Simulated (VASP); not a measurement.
Input of a VASP 6.6.1 run:

Contents of INCAR:

```
SYSTEM = Ge
ALGO     = Normal         ! electronic algorithm
EDIFF    = 1E-7           ! SCF threshold, eV
ENCUT    = 520            ! plane-wave cutoff, eV
GGA      = PS             ! functional
ISIF     = 2              ! what is computed and relaxed
ISMEAR   = 0              ! smearing method
LASPH    = .TRUE.         ! aspherical terms in the spheres
LCHARG   = .TRUE.         ! write CHGCAR
LELF     = .TRUE.         ! ELF
LREAL    = .FALSE.        ! projectors in reciprocal space
LVHAR    = .TRUE.       
LWAVE    = .FALSE.        ! write WAVECAR
NBANDS   = 36             ! bands
NELM     = 60             ! most SCF steps
PREC     = Accurate       ! precision mode
SIGMA    = 0.15           ! smearing width, eV
```

Contents of KPOINTS:

```
k-points
0
G
  12 12 8
  0 0 0
```

POSCAR

```
Ge
1.0
    3.9489349877      0.0000000000      0.0000000000
   -1.9744674938      3.4198780172      0.0000000000
    0.0000000000      0.0000000000      6.4993162329
Ge
4
Direct
    0.0000000000      0.0000000000      0.0711500000
    0.0000000000      0.0000000000      0.5711500000
    0.3333333333      0.6666666667      0.8211500000
    0.6666666667      0.3333333333      0.3211500000
```

Potentials or basis: VASP PAW PBE potentials, release 64 (Ge_d).

Launch:

```console
$ cat potpaw_PBE.64/Ge_d/POTCAR > POTCAR
$ mpirun -np 1 vasp_std > vasp.out
```

**Question.** Estimate the band gap on the k mesh.

**Answer.** Zero (bands 28 and 29 overlap by 3.86 eV).

**Question.** What does it give for the pressure?

**Answer.** -6.6 GPa.

Stress tensor (GPa, compression positive):
```
-6.03  0.00  0.00
 0.00 -6.03  0.00
 0.00  0.00 -7.80
```

Caveat: the cell differs from its parent crystal (strain +0.040 along x and y, +0.040 along z); the cell stands under tension; the PAW data sets were made with another functional, which shifts forces and pressure a little.
